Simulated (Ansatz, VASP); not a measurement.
# SnSe in VASP and in Ansatz

```xyz
2
Lattice="0.0000 3.0100 3.0100 3.0100 0.0000 3.0100 3.0100 3.0100 0.0000" Properties=species:S:1:pos:R:3 pbc="T T T"
Sn    0.0173   -0.0536   -0.0148
Se    2.9816    3.0616    2.9932
```

Alike in both runs: task single point; functional LDA; k mesh 4 × 4 × 4; no spin polarisation.

```csv
,VASP,Ansatz
version,VASP 6.6.1,Ansatz 0.2.0
potentials or method,"VASP PAW LDA potentials, release 64 (Sn_d, Se), cutoff 500 eV","plane waves, PAW"
occupations,"gaussian, width 0.01 eV",fixed
valence electrons in the cell,20,30
```

Ansatz gave:

* rms of the force components (eV/Å): 0.033

Task: What did VASP give for the same quantities?

Result: rms of the force components (eV/Å): 0.030.

LDA's correlation is that of Perdew and Zunger in VASP and of Perdew and Wang (1992) in Ansatz. Atom by atom the forces differ by 0.004 eV/Å (rms over components). VASP's potentials hold 20 valence electrons a cell and Ansatz's 30, so a difference there can come from the potentials and not from the codes.

The k mesh is coarse, so the values compare programs but aren't converged.
